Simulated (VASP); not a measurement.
## C: single point with r2SCAN+rVV10

C, a sheet with vacuum:

```
C
1.0
     2.45516    0.00000    0.00000
    -1.22758    2.12623    0.00000
     0.00000    0.00000   23.80000
C
2
Direct
  0.33333 0.66667 0.29412
  0.66667 0.33333 0.29412
```

| Item | Value |
| --- | --- |
| Program | VASP 6.6.1 |
| Task | single point |
| Functional | r2SCAN |
| Dispersion | rVV10 |
| Potentials or basis | VASP PAW PBE potentials, release 64 (C) |
| Cutoff | 580 eV |
| k mesh | 18 × 18 × 1 |
| Occupations | gaussian, width 0.03 eV |
| Spin | no spin polarisation |
| Dipole correction | yes |
| Further INCAR settings | ALGO = Normal; EDIFF = 1e-06; NBANDS = 11 |

* Band gap on the k mesh: zero (filled and empty bands touch)

Levels at points of the mesh, in eV from the Fermi level:
```tsv
k point	band 1	band 2	band 3	band 4	band 5	band 6	band 7	band 8	band 9
(0.00, 0.00, 0.00)	-20.88	-8.16	-3.23	-3.23	3.57	4.31	4.40	5.08	5.37
(0.50, 0.00, 0.00)	-15.34	-14.12	-6.85	-2.54	1.80	7.77	11.65	11.73	12.40
```

Wall time 14 min on 1 thread of Intel Xeon 8259CL, with other jobs on the host, peak memory 0.57 GiB.
